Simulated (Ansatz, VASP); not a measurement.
## Two plane-wave programs on Hg

File INCAR:

```
PREC     = Accurate       # precision mode
ENCUT    = 520            # plane-wave cutoff, eV
EDIFF    = 1E-6           # SCF threshold, eV
ISMEAR   = 0              # smearing method
SIGMA    = 0.1            # smearing width, eV
LREAL    = F              # projectors in reciprocal space
LASPH    = T              # aspherical terms in the spheres
NELM     = 60             # most SCF steps
ALGO     = Fast           # electronic algorithm
ISIF     = 2              # what is computed and relaxed
LWAVE    = F              # write WAVECAR
LCHARG   = T              # write CHGCAR
GGA      = PE             # functional
LELF     = T              # ELF
LVHAR    = T            
NBANDS   = 12             # bands
```

KPOINTS

```
Automatic mesh
0
Gamma
  14 14 14
```

Contents of POSCAR:

```
Hg
1.0
    1.7208949098      0.9935651552      2.2092147271
   -1.7168581949      1.0614849731      2.1757219183
    0.0608386451     -2.0175859482      2.1757181746
Hg
1
Direct
    0.0000000000      0.0000000000      0.0000000000
```

Input for Ansatz:

```yaml
crystal:
  lattice:
    - [1.7208949098, 0.9935651552, 2.2092147271]
    - [-1.7168581949, 1.0614849731, 2.1757219183]
    - [0.0608386451, -2.0175859482, 2.1757181746]
  atoms:
    - { symbol: Hg, position: [0.0, 0.0, 0.0] }
basis:
  ecutwfc: 420
kpoints:
  mp_grid: { grid: [14, 14, 14] }
hamiltonian:
  xc: pbe
scf:
  occupations: { method: gaussian, width: 0.1 }
output:
  forces: true
  stress: true
  eigenvalues: true
  populations: true
  write_density: true
  write_potential: true
  elf: true
  volumetric_format: npy
```

Alike in both runs: task single point; functional PBE; k mesh 14 × 14 × 14; occupations gaussian, width 0.1 eV; no spin polarisation.

|  | VASP | Ansatz |
| --- | --- | --- |
| version | VASP 6.6.1 | Ansatz 0.2.0 |
| potentials or method | VASP PAW PBE potentials, release 64 (Hg), cutoff 520 eV | scalar-relativistic, plane waves, PAW |
| valence electrons in the cell | 12 | 20 |

|  | VASP | Ansatz | Ansatz less VASP |
| --- | --- | --- | --- |
| gap on the k mesh at the Fermi level (eV) | none | none | - |
| pressure (GPa) | 7.8 | 7.2 | -0.53 |
| traceless stress, the component that is largest in VASP (GPa) | 1.40 | 1.21 | -0.198 |

A gap of «none» marks a metal or a gap that the smearing closes. VASP's potentials hold 12 valence electrons a cell and Ansatz's 20, so a difference there can come from the potentials and not from the codes. Ansatz's warnings: structure snapped to symmetry.

Spin-orbit coupling is off throughout.
